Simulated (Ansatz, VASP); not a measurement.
**One calculation of Pt, two programs**

Contents of POSCAR:

```
Pt
1.0
    2.7861568203      0.0000000000      0.0000000000
   -1.3930784101      2.4128825853      0.0000000000
    0.0000000000      0.0000000000     21.8246625531
Pt
4
Direct
    0.6666666667      0.3333333333      0.3436479250
    0.3333333333      0.6666666667      0.4478826417
    0.0000000000      0.0000000000      0.5521173583
    0.6666666667      0.3333333333      0.6563520750
```

INCAR.step1

```
  ALGO = Normal
  DIPOL = 0.5 0.5 0.500
  EDIFF = 1E-4
  ENCUT = 520
  GGA = PE
  IDIPOL = 3
  ISMEAR = 0
  LASPH = True
  LCHARG = False
  LDIPOL = True
  LREAL = False
  LWAVE = True
  NBANDS = 28
  NELM = 80
  PREC = Accurate
  SIGMA = 0.1
```

The input INCAR.step2:

```
  ALGO = Normal
  DIPOL = 0.5 0.5 0.500
  EDIFF = 1E-6
  ENCUT = 520
  IDIPOL = 3
  ISIF = 2
  ISMEAR = 0
  ISTART = 1
  LASPH = True
  LCHARG = False
  LDIPOL = True
  LMIXTAU = True
  LREAL = False
  LWAVE = False
  METAGGA = R2SCAN
  NBANDS = 28
  NELM = 80
  PREC = Accurate
  SIGMA = 0.1
```

Contents of KPOINTS:

```
k-points
0
Gamma
  15 15 1
```

Input for Ansatz:

```yaml
crystal:
  lattice:
    - [2.7861568203, 0.0, 0.0]
    - [-1.3930784101, 2.4128825853, 0.0]
    - [0.0, 0.0, 21.8246625531]
  atoms:
    - { symbol: Pt, position: [0.6666666667, 0.3333333333, 0.343647925] }
    - { symbol: Pt, position: [0.3333333333, 0.6666666667, 0.4478826417] }
    - { symbol: Pt, position: [0.0, 0.0, 0.5521173583] }
    - { symbol: Pt, position: [0.6666666667, 0.3333333333, 0.656352075] }
basis:
  ecutwfc: 500
kpoints:
  mp_grid: { grid: [15, 15, 1] }
hamiltonian:
  xc: r2scan
scf:
  occupations: { method: gaussian, width: 0.1 }
output:
  forces: true
  stress: true
  eigenvalues: true
  write_density: true
  write_potential: true
  elf: true
  volumetric_format: npy
efield:
  axis: 3
  dipole_correction: true
  ramp_width: 0.04
```

Alike in both runs: task single point; functional r2SCAN; k mesh 15 × 15 × 1; occupations gaussian, width 0.1 eV; no spin polarisation.

```csv
,VASP,Ansatz
version,VASP 6.6.1,Ansatz 0.2.0
potentials or method,"VASP PAW PBE potentials, release 64 (Pt), cutoff 520 eV","scalar-relativistic, plane waves, PAW"
valence electrons in the cell,40,72
```

|  | VASP | Ansatz | Ansatz less VASP |
| --- | --- | --- | --- |
| gap on the k mesh at the Fermi level (eV) | none | none | - |
| rms of the force components (eV/Å) | 0.113 | 0.110 | -0.0027 |

VASP's potentials were made for PBE, not for r2SCAN. Atom by atom the forces differ by 0.010 eV/Å (rms over components). A gap of «none» marks a metal or a gap that the smearing closes. VASP's potentials hold 40 valence electrons a cell and Ansatz's 72, so a difference there can come from the potentials and not from the codes. Ansatz's warnings: xc potential rough in thin density.

Neither program's run includes spin-orbit coupling.
